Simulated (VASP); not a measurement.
# MgO (P-4m2) in VASP: notebook, part 2 of 2

VASP 6.6.1.

## 4. Single point, LDA (atoms displaced along a vibrational mode)

The input, INCAR:

```
PREC     = Accurate       # precision mode
ENCUT    = 520            # plane-wave cutoff, eV
EDIFF    = 1E-6           # SCF threshold, eV
ISMEAR   = 0              # smearing method
SIGMA    = 0.05           # smearing width, eV
LREAL    = F              # projectors in reciprocal space
LASPH    = T              # aspherical terms in the spheres
NELM     = 60             # most SCF steps
ALGO     = Normal         # electronic algorithm
ISIF     = 2              # what is computed and relaxed
LWAVE    = F              # write WAVECAR
LCHARG   = F              # write CHGCAR
NBANDS   = 36             # bands
```

The input, KPOINTS:

```
Automatic mesh
0
Gamma
  4 4 4
```

The input, POSCAR:

```
MgO
1.0
    5.5230736673      0.0000000000      0.0000000000
    0.0000000000      5.5230736673      0.0000000000
    0.0000000000      0.0000000000      5.5230736673
Mg O
6 6
Direct
    0.2500000000      0.0107458717      0.5000000000
    0.0000000000      0.4892541283      0.2500000000
    0.5000000000      0.7500000000      0.0000000000
    0.7500000000      0.0107458717      0.5000000000
    0.0000000000      0.4892541283      0.7500000000
    0.5000000000      0.2500000000      0.0000000000
    0.2500000000      0.5281009873      0.0000000000
    0.5000000000     -0.0281009873      0.2500000000
    0.0000000000      0.7500000000      0.5000000000
    0.7500000000      0.5281009873      0.0000000000
    0.5000000000     -0.0281009873      0.7500000000
    0.0000000000      0.2500000000      0.5000000000
```

Started as:

```
> cat potpaw_LDA.64/Mg/POTCAR potpaw_LDA.64/O/POTCAR > POTCAR
> mpirun -np 1 vasp_std > vasp.out
```

Wall time 3.2 min (1 thread of Intel Xeon 8259CL, shared host); peak memory 0.25 GiB.

Results (log left out):

```
Free energy            : -76.5005 eV
Pressure               : 0.1 GPa
Largest force          : 2.456 eV/Å
Band gap on the k mesh : 2.60 eV (least direct gap 2.61 eV)
```

Forces on the atoms (eV/Å):
```
Mg   0.141 -1.582  0.000
Mg   0.000  1.582 -0.141
Mg   0.000  0.000  0.000
Mg  -0.141 -1.582  0.000
Mg   0.000  1.582  0.141
Mg   0.000  0.000  0.000
O   -0.564 -2.390  0.000
O    0.000  2.390  0.564
O    0.000  0.000  0.000
O    0.564 -2.390  0.000
O    0.000  2.390 -0.564
O    0.000  0.000  0.000
```

Stress tensor (GPa, compression positive):
```
 0.45  0.00  0.00
 0.00 -0.57  0.00
 0.00  0.00  0.45
```

Levels at points of the mesh, in eV from the valence-band top:
```csv
k point,band 20,band 21,band 22,band 23,band 24,band 25,band 26,band 27,band 28,band 29
"(0.00, 0.00, 0.00)",-0.44,-0.44,-0.02,-0.01,-0.01,2.60,5.55,7.52,7.52,7.93
"(0.50, 0.00, 0.00)",-0.80,-0.54,-0.30,-0.02,-0.01,4.42,4.46,7.36,7.37,7.44
"(0.00, 0.50, 0.00)",-0.83,-0.42,-0.42,-0.01,-0.01,4.18,4.94,7.04,7.43,7.43
"(0.50, 0.50, 0.00)",-0.79,-0.68,-0.55,-0.22,-0.01,4.84,5.31,6.36,6.78,7.49
"(0.50, 0.00, 0.50)",-0.88,-0.57,-0.33,-0.33,0.00,5.35,5.36,5.36,6.36,8.62
"(0.50, 0.50, 0.50)",-0.87,-0.87,-0.84,-0.47,-0.47,5.71,5.71,6.44,6.65,7.78
```

Caveat: the cell differs from its parent crystal (atoms displaced along a vibrational mode); forces of over 1 eV/Å act on the atoms, so gaps and moduli don't describe the material at rest.

## 5. Single point, LDA (atoms displaced along a vibrational mode)

The input, INCAR:

```
SYSTEM = MgO
ALGO = Normal
EDIFF = 1E-7
ENCUT = 520
ISIF = 2
ISMEAR = 0
LASPH = .True.
LCHARG = .False.
LREAL = .False.
LWAVE = .False.
NBANDS = 36
NELM = 100
PREC = Accurate
SIGMA = 0.05
```

The input, KPOINTS:

```
k-points
0
Gamma
  4 4 4
  0 0 0
```

The input, POSCAR:

```
MgO
1.0
    5.5230736673      0.0000000000      0.0000000000
    0.0000000000      5.5230736673      0.0000000000
    0.0000000000      0.0000000000      5.5230736673
Mg O
6 6
Direct
    0.2500000000      0.0055313840      0.5000000000
    0.0000000000      0.4944686160      0.2500000000
    0.5000000000      0.7500000000      0.0000000000
    0.7500000000      0.0055313840      0.5000000000
    0.0000000000      0.4944686160      0.7500000000
    0.5000000000      0.2500000000      0.0000000000
    0.2500000000      0.5321580843      0.0000000000
    0.5000000000     -0.0321580843      0.2500000000
    0.0000000000      0.7500000000      0.5000000000
    0.7500000000      0.5321580843      0.0000000000
    0.5000000000     -0.0321580843      0.7500000000
    0.0000000000      0.2500000000      0.5000000000
```

Started as:

```
> cat potpaw_LDA.64/Mg/POTCAR potpaw_LDA.64/O/POTCAR > POTCAR
> mpirun -np 1 vasp_std > vasp.out
```

Wall time 3.7 min (1 thread of Intel Xeon 8259CL, shared host); peak memory 0.25 GiB.

It converged, with:

```yaml
Free_energy: -76.4385 eV
Pressure: 0.3 GPa
Largest_force: 2.683 eV/Å
Band_gap_on_the_k_mesh: 2.61 eV
```

Forces on the atoms (eV/Å):
```
Mg   0.087 -1.216  0.000
Mg   0.000  1.216 -0.087
Mg   0.000  0.000  0.000
Mg  -0.087 -1.216  0.000
Mg   0.000  1.216  0.087
Mg   0.000  0.000  0.000
O   -0.703 -2.590  0.000
O    0.000  2.590  0.703
O    0.000  0.000  0.000
O    0.703 -2.590  0.000
O    0.000  2.590 -0.703
O    0.000  0.000  0.000
```

Stress tensor (GPa, compression positive):
```
 0.68  0.00  0.00
 0.00 -0.31  0.00
 0.00  0.00  0.68
```

Levels at points of the mesh, in eV from the valence-band top:
```tsv
k point	band 22	band 23	band 24	band 25	band 26	band 27
(0.00, 0.00, 0.00)	-0.04	0.00	0.00	2.61	5.59	7.51
(0.50, 0.00, 0.00)	-0.40	-0.04	-0.01	4.43	4.46	7.34
(0.00, 0.50, 0.00)	-0.50	0.00	0.00	4.21	4.94	7.08
(0.50, 0.50, 0.00)	-0.65	-0.31	0.00	4.85	5.33	6.39
(0.50, 0.00, 0.50)	-0.44	-0.44	-0.03	5.32	5.38	5.38
(0.50, 0.50, 0.50)	-0.85	-0.58	-0.58	5.72	5.72	6.39
```

Caveat: the cell differs from its parent crystal (atoms displaced along a vibrational mode); forces of over 1 eV/Å act on the atoms, so gaps and moduli don't describe the material at rest.

## 6. The runs side by side

| cell | gap on the mesh (eV) | pressure (GPa) | largest force (eV/Å) |
| --- | --- | --- | --- |
| as given, atomic positions A | 2.49 | 0.0 | 2.34 |
| as given, atomic positions B | 2.64 | -0.3 | 2.00 |
| as given, atomic positions C | 2.60 | 0.1 | 2.46 |
| as given, atomic positions D | 2.61 | 0.3 | 2.68 |

Alike in all rows: task single point; level LDA; potentials or basis VASP PAW LDA potentials, release 64 (Mg, O); no spin polarisation; k mesh 4 × 4 × 4; cutoff (eV) 520; smearing gaussian 0.05 eV.

Caveats: forces of over 1 eV/Å act on the atoms, so gaps and moduli don't describe the material at rest.

Total energies depend on the potentials used, so only differences within one code and one set of settings carry meaning.
